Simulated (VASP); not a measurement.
Here is a VASP 6.6.1 calculation.

POSCAR

```
Mo
1.0
   -1.5705998414      1.5705998414      1.5705998414
    1.5705998414     -1.5705998414      1.5705998414
    1.5705998414      1.5705998414     -1.5705998414
Mo
1
Direct
    0.0000000000      0.0000000000      0.0000000000
```

INCAR.step1

```
  PREC = Accurate
  ENCUT = 520
  ISMEAR = 0
  SIGMA = 0.1
  LREAL = False
  LASPH = True
  NELM = 100
  NBANDS = 13
  GGA = PE
  ALGO = Normal
  EDIFF = 1E-4
  LWAVE = True
  LCHARG = False
```

The input INCAR.step2:

```
  PREC = Accurate
  ENCUT = 520
  EDIFF = 1E-6
  ISMEAR = 0
  SIGMA = 0.1
  LREAL = False
  LASPH = True
  NELM = 100
  ALGO = Normal
  ISIF = 2
  LWAVE = False
  LCHARG = False
  METAGGA = R2SCAN
  LMIXTAU = True
  IVDW = 12
  VDW_S6 = 1.0
  VDW_S8 = 0.78981345
  VDW_A1 = 0.49484001
  VDW_A2 = 5.73083694
  NBANDS = 13
  ISTART = 1
```

KPOINTS

```
regular mesh
0
Gamma
  9 9 9
```

Potentials or basis: VASP PAW PBE potentials, release 64 (Mo_sv).

Command:

```sh
$ cat potpaw_PBE.64/Mo_sv/POTCAR > POTCAR
$ cp INCAR.step1 INCAR
$ mpirun -np 1 vasp_std > vasp.out
$ cp INCAR.step2 INCAR
$ mpirun -np 1 vasp_std > vasp.out
```

(1) What does it give for the pressure?

(2) Predict the band gap on the k mesh.

(3) Predict the dispersion energy per atom.

## Answers

(1) -0.4 GPa.

(2) zero (bands 7 and 8 overlap by 4.87 eV).

(3) -0.340 eV.

Caveat: three body term missing; the PAW data sets were made with another functional, which shifts forces and pressure a little.
